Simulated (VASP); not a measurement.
# Ga (P6/mmm) in VASP: further runs

Runs on Ga. Level: PBE. Tasks: relaxation of cell and atoms, single point.

All numbers are computed with VASP 6.6.1; they aren't measurements. Logs are shortened: lines on timing, memory, paths and dates and some standing lists are left out, and cuts for length are marked.

## Step 1: The cell of the first run

Symmetry: P6/mmm, No. 191, hexagonal system. The conventional cell has a = 4.281 Å, b = 4.281 Å, c = 2.576 Å, α = 90.00°, β = 90.00°, γ = 120.00°. Ga (site symmetry -6m2) has 5 Ga at 2.47 to 2.58 Å within 3.3 Å.

The cell was built from a structure type or drawn by symmetry, and may not be a known phase.

## Step 2: Relaxation of cell and atoms, PBE

The input, INCAR:

```
PREC = Accurate
ENCUT = 600
EDIFF = 1E-6
ISMEAR = 0
SIGMA = 0.1
LREAL = False
LASPH = True
NELM = 60
ALGO = Normal
ISIF = 3
LWAVE = False
LCHARG = False
GGA = PE
IBRION = 2
NSW = 90
EDIFFG = -0.04
```

The input, KPOINTS:

```
Automatic mesh
0
Gamma
  6 6 6
```

The input, POSCAR:

```
Ga
1.0
    4.2805249700      0.0000000000      0.0000000000
   -2.1402624800      3.7070433600      0.0000000000
    0.0000000000      0.0000000000      2.5759566400
Ga
2
Direct
    0.3333333300      0.6666666700      0.5000000000
    0.6666666700      0.3333333300      0.5000000000
```

Potentials or basis: VASP PAW PBE potentials, release 64 (Ga_d).

The run is started by

```bash
cat potpaw_PBE.64/Ga_d/POTCAR > POTCAR
mpirun -np 1 vasp_std > vasp.out
```

OUTCAR:

```text
PREC = Accurate
   ENCUT = 600
   EDIFF = 1E-6
   ISMEAR = 0
   LREAL = False
   LASPH = True
   NELM = 60
   ISIF = 3
   GGA = PE
   IBRION = 2
   NSW = 90
   EDIFFG = -0.04

 ion  position               nearest neighbor table
   1  0.333  0.667  0.500-   2 2.47   2 2.47   2 2.47
   2  0.667  0.333  0.500-   1 2.47   1 2.47   1 2.47

  LATTYP: Found a hexagonal cell.
 ALAT       =     4.2805249700
 C/A-ratio  =     0.6017852151

  Lattice vectors:

 A1 = (   4.2805249700,   0.0000000000,   0.0000000000)
 A2 = (  -2.1402624800,   3.7070433600,   0.0000000000)
 A3 = (   0.0000000000,   0.0000000000,   2.5759566400)

Analysis of symmetry for initial positions (statically):
=====================================================================
 Subroutine PRICEL returns:
 Original cell was already a primitive cell.

 Routine SETGRP: Setting up the symmetry group for a
 hexagonal supercell.

 Subroutine GETGRP returns: Found 24 space group operations
 (whereof 24 operations were pure point group operations)
 out of a pool of 24 trial point group operations.

The static configuration has the point symmetry D_6h.

Analysis of symmetry for dynamics (positions and initial velocities):
=====================================================================
 Subroutine PRICEL returns:
 Original cell was already a primitive cell.

 Routine SETGRP: Setting up the symmetry group for a
 hexagonal supercell.

 Subroutine GETGRP returns: Found 24 space group operations
 (whereof 24 operations were pure point group operations)
 out of a pool of 24 trial point group operations.

The dynamic configuration has the point symmetry D_6h.

 Subroutine INISYM returns: Found 24 space group operations
 (whereof 24 operations are pure point group operations),
 and found     1 'primitive' translations

----------------------------------------------------------------------------------------

                                     Primitive cell

  volume of cell :      40.8755

  direct lattice vectors                    reciprocal lattice vectors
     4.280524970  0.000000000  0.000000000     0.233616205  0.134878379  0.000000000
    -2.140262480  3.707043360  0.000000000     0.000000000  0.269756758  0.000000000
     0.000000000  0.000000000  2.575956640     0.000000000  0.000000000  0.388205292

  length of vectors
     4.280524970  4.280524963  2.575956640     0.269756758  0.269756758  0.388205292

  position of ions in fractional coordinates (direct lattice)
     0.333333330  0.666666670  0.500000000
     0.666666670  0.333333330  0.500000000

  ion indices of the primitive-cell ions
   primitive index   ion index
                 1           1
                 2           2

----------------------------------------------------------------------------------------

 KPOINTS: Automatic mesh

Automatic generation of k-mesh.
 Grid dimensions read from file:
 generate k-points for:    6    6    6

 Generating k-lattice:

  Cartesian coordinates                     Fractional coordinates (reciprocal lattice)
     0.038936034  0.022479730  0.000000000     0.166666667 -0.000000000  0.000000000
     0.000000000  0.044959460  0.000000000     0.000000000  0.166666667  0.000000000
     0.000000000  0.000000000  0.064700882     0.000000000  0.000000000  0.166666667

  Length of vectors
     0.044959460  0.044959460  0.064700882

  Shift w.r.t. Gamma in fractional coordinates (k-lattice)
     0.000000000  0.000000000  0.000000000

 Subroutine IBZKPT returns following result:
 ===========================================

 Found     28 irreducible k-points:

 Following reciprocal coordinates:
            Coordinates               Weight
  0.000000  0.000000  0.000000      1.000000
  0.166667  0.000000  0.000000      6.000000
  0.333333  0.000000  0.000000      6.000000
  0.500000  0.000000  0.000000      3.000000
  0.166667  0.166667  0.000000      6.000000
  0.333333  0.166667  0.000000     12.000000
[... 16 lines left out ...]
  0.166667  0.000000  0.500000      6.000000
  0.333333  0.000000  0.500000      6.000000
 [... further k-points ...]
   k-points           NKPTS =     28   k-points in BZ     NKDIM =     28   number of bands    NBANDS=     17
   number of dos      NEDOS =    301   number of ions     NIONS =      2
   total plane-waves  NPLWV =  31104
   dimension x,y,z NGX =    36 NGY =   36 NGZ =   24
   dimension x,y,z NGXF=    72 NGYF=   72 NGZF=   48
   ions per type =               2
   NGX,Y,Z   is equivalent  to a cutoff of  13.98, 13.98, 15.49 a.u.
   NGXF,Y,Z  is equivalent  to a cutoff of  27.96, 27.96, 30.98 a.u.
 SYSTEM =  unknown system
   PREC   = accura    normal or accurate (medium, high low for compatibility)
   ISTART =      0    job   : 0-new  1-cont  2-samecut
   ICHARG =      2    charge: 1-file 2-atom 10-const
   ISPIN  =      1    spin polarized calculation?
   LNONCOLLINEAR =      F non collinear calculations
   LSORBIT =      F    spin-orbit coupling
   LASPH  =      T    aspherical Exc in radial PAW
   ENCUT  =  600.0 eV  44.10 Ry    6.64 a.u.   8.55  8.55  5.14*2*pi/ulx,y,z
   NELM   =     60;   NELMIN=  2; NELMDL= -5     # of ELM steps
   EDIFF  = 0.1E-05   stopping-criterion for ELM
   LREAL  =      F    real-space projection
   EDIFFG = -.4E-01   stopping-criterion for IOM
   NSW    =     90    number of steps for IOM
   IBRION =      2    ionic relax: 0-MD 1-quasi-New 2-CG
   NFREE  =      1    steps in history (QN), initial steepest desc. (CG)
   ISIF   =      3    stress and relaxation
   ISYM   =      2    0-nonsym 1-usesym 2-fastsym
   POTIM  = 0.5000    time-step for ionic-motion
   TEBEG  =    0.0;   TEEND  =   0.0 temperature during run
   PSTRESS=    0.0 pullay stress
   NELECT =      26.0000    total number of electrons
   NUPDOWN=      -1.0000    fix difference up-down
   EMIN   =  10.00;   EMAX   =-10.00  energy-range for DOS
   EFERMI =   0.00;   METHOD = LEGACY
   ISMEAR =     0;   SIGMA  =   0.10  broadening in eV -4-tet -1-fermi 0-gaus
   EFERMI_NEDOS =   21; number of points for ismear=-14 and -15
   IALGO  =     38    algorithm
   IMIX   =      4    mixing-type and parameters
     AMIX     =   0.40;   BMIX     =  1.00
     AMIX_MAG =   1.60;   BMIX_MAG =  1.00
  volume/ion in A,a.u.               =      20.44       137.92
[... 8 lines left out ...]
   LRPA    =     F    only Hartree local field effects (RPA)
 conjugate gradient relaxation of ions
 non-spin polarized calculation
 Gauss-broadening in eV      SIGMA  =   0.10
  energy-cutoff  :      600.00
  volume of cell :       40.88
 maximum number of plane-waves:      1390
 NGX is ok and might be reduce to    36
   NGX = 17   NGY = 17   NGZ = 11

--------------------------------------- Ionic step        1  -------------------------------------------

 number of electron      26.0000003 magnetization

 Free energy of the ion-electron system (eV)
  ---------------------------------------------------
  ext. energy  EPLUGINS =         0.00000000
  ---------------------------------------------------
  free energy    TOTEN  =        -5.32791168 eV

  energy without entropy =       -5.32617173  energy(sigma->0) =       -5.32704170

 E-fermi :   4.6967     XC(G=0): -10.2663

 val. band max:        4.6414757343   @ k =   0.3333   0.3333   0.5000
 cond. band min:       4.8152348657   @ k =   0.5000   0.0000   0.0000
 fundamental gap:      0.1737591313
 Fermi energy:         4.6966669671

 k-point     1 :       0.0000    0.0000    0.0000
  band No.  band energies     occupation
      1     -10.8659      2.00000
      2     -10.6081      2.00000
      3     -10.4784      2.00000
      4     -10.4784      2.00000
      5     -10.2986      2.00000
      6     -10.2986      2.00000
[... 9 lines left out ...]
     16       7.6815      0.00000
     17      10.7738      0.00000

 k-point     2 :       0.1667    0.0000    0.0000
  band No.  band energies     occupation
      1     -10.8550      2.00000
      2     -10.6411      2.00000
      3     -10.5374      2.00000
      4     -10.5012      2.00000
      5     -10.3033      2.00000
      6     -10.2905      2.00000
[... 9 lines left out ...]
     16       8.7808      0.00000
     17      12.5180      0.00000

 k-point     3 :       0.3333    0.0000    0.0000
  band No.  band energies     occupation
      1     -10.8258      2.00000
      2     -10.7094      2.00000
      3     -10.6079      2.00000
      4     -10.5287      2.00000
      5     -10.3119      2.00000
      6     -10.2706      2.00000
[... 544 lines left out ...]
  FORCE on cell =-STRESS in cart. coord.  units (eV):
  Direction    XX          YY          ZZ          XY          YZ          ZX
  --------------------------------------------------------------------------------------
  -------------------------------------------------------------------------------------
  Total        0.1633422      0.1633422     -0.0348477      0.0000000     -0.0000000      0.0000000
  in kB        5.5763583      5.5763582     -1.1896687      0.0000000     -0.0000000      0.0000000
  external PRESSURE =       3.3210159 kB  Pullay stress =       0.0000000 kB

 VOLUME and BASIS-vectors are now :
 -----------------------------------------------------------------------------
  energy-cutoff  :      600.00
  volume of cell :       46.93
      direct lattice vectors                 reciprocal lattice vectors
     4.449199444  0.000000000  0.000000000     0.224759535  0.129764978  0.000000000
    -2.224599716  3.853119738  0.000000000    -0.000000000  0.259529957  0.000000000
     0.000000000 -0.000000000  2.737562562     0.000000000 -0.000000000  0.365288455

 POSITION                                       TOTAL-FORCE (eV/Angst)
 -----------------------------------------------------------------------------------
     -0.00000      2.56875      1.36878        -0.000000      0.000000      0.000000
      2.22460      1.28437      1.36878         0.000000     -0.000000     -0.000000
 -----------------------------------------------------------------------------------
    total drift:                                0.000000      0.000000      0.000000

  FREE ENERGIE OF THE ION-ELECTRON SYSTEM (eV)
  ---------------------------------------------------
  free  energy   TOTEN  =        -5.4799773858 eV

  energy  without entropy=       -5.4769459821  energy(sigma->0) =       -5.47846168

--------------------------------------- Ionic step        5  -------------------------------------------

 number of electron      26.0000025 magnetization

 Free energy of the ion-electron system (eV)
  ---------------------------------------------------
  ext. energy  EPLUGINS =         0.00000000
  ---------------------------------------------------
  free energy    TOTEN  =        -5.48047440 eV

  energy without entropy =       -5.47790765  energy(sigma->0) =       -5.47919102

 E-fermi :   3.6093     XC(G=0):  -9.6116

 val. band max:        3.5562823306   @ k =   0.5000   0.0000   0.3333
 cond. band min:       3.7244189832   @ k =   0.1667   0.1667   0.3333
 fundamental gap:      0.1681366525
 Fermi energy:         3.6093388587

 k-point     1 :       0.0000    0.0000    0.0000
  band No.  band energies     occupation
      1     -11.7106      2.00000
      2     -11.5010      2.00000
      3     -11.4372      2.00000
      4     -11.4372      2.00000
      5     -11.3226      2.00000
      6     -11.3226      2.00000
[... 9 lines left out ...]
     16       6.6007      0.00000
     17       9.5741      0.00000

 k-point     2 :       0.1667    0.0000    0.0000
  band No.  band energies     occupation
      1     -11.7027      2.00000
      2     -11.5364      2.00000
      3     -11.4809      2.00000
      4     -11.4418      2.00000
      5     -11.3261      2.00000
      6     -11.3162      2.00000
[... 9 lines left out ...]
     16       7.5841      0.00000
     17      11.1464      0.00000

 k-point     3 :       0.3333    0.0000    0.0000
  band No.  band energies     occupation
      1     -11.6813      2.00000
      2     -11.5963      2.00000
      3     -11.5346      2.00000
      4     -11.4522      2.00000
      5     -11.3326      2.00000
      6     -11.3007      2.00000
[... 438 lines left out ...]
  --------------------------------------------------------------------------------------
  -------------------------------------------------------------------------------------
  Total        0.0111059      0.0111059     -0.0022295      0.0000000      0.0000000      0.0000000
  in kB        0.3782547      0.3782547     -0.0759329      0.0000000      0.0000000      0.0000000
  external PRESSURE =       0.2268588 kB  Pullay stress =       0.0000000 kB

 VOLUME and BASIS-vectors are now :
 -----------------------------------------------------------------------------
  energy-cutoff  :      600.00
  volume of cell :       47.04
      direct lattice vectors                 reciprocal lattice vectors
     4.460728123  0.000000000  0.000000000     0.224178648  0.129429603  0.000000000
    -2.230364056  3.863103868  0.000000000    -0.000000000  0.258859206  0.000000000
     0.000000000 -0.000000000  2.729844075     0.000000000 -0.000000000  0.366321289

 POSITION                                       TOTAL-FORCE (eV/Angst)
 -----------------------------------------------------------------------------------
     -0.00000      2.57540      1.36492        -0.000000      0.000000      0.000000
      2.23036      1.28770      1.36492         0.000000     -0.000000      0.000000
 -----------------------------------------------------------------------------------
    total drift:                                0.000000      0.000000      0.000000

  FREE ENERGIE OF THE ION-ELECTRON SYSTEM (eV)
  ---------------------------------------------------
  free  energy   TOTEN  =        -5.4804744044 eV

  energy  without entropy=       -5.4779076455  energy(sigma->0) =       -5.47919102

 reached required accuracy - stopping structural energy minimisation
```

It took 28 s on 1 thread of Intel Xeon 6975P-C (Granite Rapids), shared host; peak memory 0.18 GiB.

Results:

```yaml
Free_energy: -5.4805 eV
Relaxed_volume: 23.52 Å³/atom
Relaxed_cell: a = 4.461 Å, b = 4.461 Å, c = 2.730 Å, α = 90.00°, β = 90.00°, γ = 120.00°
Space_group_after_relaxing_to_0.1_Å: P6/mmm (No. 191)
Energy_gained_by_relaxing: 76.3 meV/atom
Ionic_steps: 5
Pressure_after_relaxing: 0.0 GPa
Band_gap_on_the_k_mesh: zero (bands 13 and 14 overlap by 3.94 eV)
```

Step by step:
```csv
step,energy change (eV),largest force (eV/Å),pressure (GPa),volume (Å³)
1,0.0000,0.0000,8.70,40.88
2,-0.1507,0.0000,-0.49,47.79
3,-0.1521,0.0000,0.03,47.06
4,-0.1521,0.0000,0.33,46.93
5,-0.1526,0.0000,0.02,47.04
```

Final structure:
```xyz
2
Lattice="4.4607 0.0000 0.0000 -2.2304 3.8631 0.0000 0.0000 0.0000 2.7298" Properties=species:S:1:pos:R:3 pbc="T T T"
Ga    0.0000    2.5754    1.3649
Ga    2.2304    1.2877    1.3649
```

Caveat: the k points lie up to 0.38 Å⁻¹ apart in the final cell, too coarse for converged energies and pressures of a metal; the volume moved by over 15 % at a fixed basis, so the end points are rough.

## Step 3: Single point, PBE

This run uses another cell than the first one, of 23.71 Å³/atom.

The input, INCAR:

```
ALGO = Fast
EDIFF = 1E-6
ENCUT = 520
GGA = PE
ISIF = 2
ISMEAR = 0
LASPH = True
LCHARG = True
LELF = True
LREAL = False
LVHAR = True
LWAVE = False
NBANDS = 20
NELM = 60
PREC = Accurate
SIGMA = 0.1
```

The input, KPOINTS:

```
k-points
0
Gamma
  12 12 20
```

The input, POSCAR:

```
Ga
1.0
    4.4494711926      0.0000000000      0.0000000000
   -2.2247355963      3.8533550862      0.0000000000
    0.0000000000      0.0000000000      2.7652030721
Ga
2
Direct
    0.3333333333      0.6666666667      0.5000000000
    0.6666666667      0.3333333333      0.5000000000
```

Potentials or basis: VASP PAW PBE potentials, release 64 (Ga_d).

The run is started by

```bash
cat potpaw_PBE.64/Ga_d/POTCAR > POTCAR
mpirun -np 1 vasp_std > vasp.out
```

Run time: 65 s. Hardware: 1 thread of Intel Xeon 6975P-C (Granite Rapids), shared host; peak memory 0.28 GiB.

The run converged. Its results:

```yaml
Free_energy: -5.5489 eV
Pressure: 0.1 GPa
Band_gap_on_the_k_mesh: zero (bands 13 and 14 overlap by 3.80 eV)
```

Levels at points of the mesh, in eV from the Fermi level:
| k point | band 9 | band 10 | band 11 | band 12 | band 13 | band 14 | band 15 | band 16 | band 17 | band 18 |
| --- | --- | --- | --- | --- | --- | --- | --- | --- | --- | --- |
| (0.00, 0.00, 0.00) | -14.66 | -14.66 | -10.02 | -1.49 | -0.56 | -0.56 | 3.19 | 3.19 | 6.15 | 8.70 |
| (0.50, 0.00, 0.00) | -14.64 | -14.61 | -8.30 | -6.72 | -1.92 | 0.40 | 8.18 | 8.38 | 8.97 | 10.26 |
| (0.00, 0.00, 0.50) | -14.73 | -14.53 | -5.90 | -3.70 | 2.51 | 2.51 | 2.77 | 3.56 | 6.71 | 6.71 |
| (0.50, 0.00, 0.50) | -14.58 | -14.54 | -4.25 | -2.80 | -2.11 | -0.48 | 1.22 | 4.60 | 6.29 | 6.54 |

## Step 4: Relaxation of cell and atoms, PBE

This run uses another cell than the first one, of 23.51 Å³/atom.

The input, INCAR:

```
ALGO     = Fast           # electronic algorithm
EDIFF    = 1E-6           # SCF threshold, eV
EDIFFG   = -0.01          # ionic threshold
ENCUT    = 600            # plane-wave cutoff, eV
GGA      = PE             # functional
IBRION   = 2              # ionic algorithm
ISIF     = 3              # what is computed and relaxed
ISMEAR   = 0              # smearing method
LASPH    = True           # aspherical terms in the spheres
LCHARG   = False          # write CHGCAR
LREAL    = False          # projectors in reciprocal space
LWAVE    = False          # write WAVECAR
NELM     = 60             # most SCF steps
NSW      = 100            # ionic steps
PREC     = Accurate       # precision mode
SIGMA    = 0.1            # smearing width, eV
```

KPOINTS is that of step 3.

The input, POSCAR:

```
Ga
1.0
    4.4610547946      0.0000000000      0.0000000000
   -2.2305273973      3.8633867798      0.0000000000
    0.0000000000      0.0000000000      2.7284562227
Ga
2
Direct
    0.3333333333      0.6666666667      0.5000000000
    0.6666666667      0.3333333333      0.5000000000
```

The run is started by

```bash
cat potpaw_PBE.64/Ga_d/POTCAR > POTCAR
mpirun -np 1 vasp_std > vasp.out
```

It took 3.1 min on 1 thread of Intel Xeon 6975P-C (Granite Rapids), shared host; peak memory 0.31 GiB.

Results (log left out):

```yaml
Free_energy: -5.5485 eV
Relaxed_volume: 23.75 Å³/atom
Relaxed_cell: a = 4.453 Å, b = 4.453 Å, c = 2.765 Å, α = 90.00°, β = 90.00°, γ = 120.00°
Space_group_after_relaxing_to_0.1_Å: P6/mmm (No. 191)
Energy_gained_by_relaxing: 1.5 meV/atom
Ionic_steps: 6
Pressure_after_relaxing: 0.0 GPa
Band_gap_on_the_k_mesh: zero (bands 13 and 14 overlap by 3.80 eV)
```

The path:
```csv
step,energy change (eV),largest force (eV/Å),pressure (GPa),volume (Å³)
1,0.0000,0.0000,0.40,47.02
2,-0.0027,0.0000,0.10,47.42
3,-0.0028,0.0000,-0.16,47.64
4,-0.0029,0.0000,-0.11,47.57
5,-0.0029,0.0000,-0.05,47.56
6,-0.0029,0.0000,0.01,47.49
```

Final structure:
```cif
data_structure
_symmetry_space_group_name_H-M 'P 1'
_symmetry_Int_Tables_number 1
_cell_length_a 4.4534
_cell_length_b 4.4534
_cell_length_c 2.7652
_cell_angle_alpha 90.000
_cell_angle_beta 90.000
_cell_angle_gamma 120.000
_cell_volume 47.49
loop_
_atom_site_label
_atom_site_type_symbol
_atom_site_fract_x
_atom_site_fract_y
_atom_site_fract_z
_atom_site_occupancy
Ga1 Ga 0.33333 0.66667 0.50000 1
Ga2 Ga 0.66667 0.33333 0.50000 1
```

Levels at points of the mesh, in eV from the Fermi level:
```
           k point  band 11  band 12  band 13  band 14  band 15  band 16
(0.00, 0.00, 0.00)   -10.01    -1.51    -0.56    -0.56     3.19     3.19
(0.50, 0.00, 0.00)    -8.29    -6.72    -1.92     0.39     8.16     8.36
(0.00, 0.00, 0.50)    -5.89    -3.69     2.51     2.51     2.76     3.54
(0.50, 0.00, 0.50)    -4.25    -2.80    -2.11    -0.48     1.22     4.59
```

## Step 5: Overview

```csv
task,cell,k mesh,cutoff (eV),gap on the mesh (eV),pressure (GPa),relaxed volume (Å³/atom)
relaxation of cell and atoms,"relaxed from a = 4.281, b = 4.281, c = 2.576 Å, angles 90.0, 90.0, 120.0°, 2 atoms",6 × 6 × 6,600,none,0.0,23.52
single point,"a = 4.449, b = 4.449, c = 2.765 Å, angles 90.0, 90.0, 120.0°, 2 atoms",12 × 12 × 20,520,none,0.1,-
relaxation of cell and atoms,"relaxed from a = 4.461, b = 4.461, c = 2.728 Å, angles 90.0, 90.0, 120.0°, 2 atoms",12 × 12 × 20,600,none,0.0,23.75
```

Alike in all rows: level PBE; potentials or basis VASP PAW PBE potentials, release 64 (Ga_d); no spin polarisation; smearing gaussian 0.1 eV.

Caveats: some runs use coarse meshes; the volume moved by over 15 % at a fixed basis, so the end points are rough (at least some runs).

Absolute energies hang on the potentials; compare differences alone.
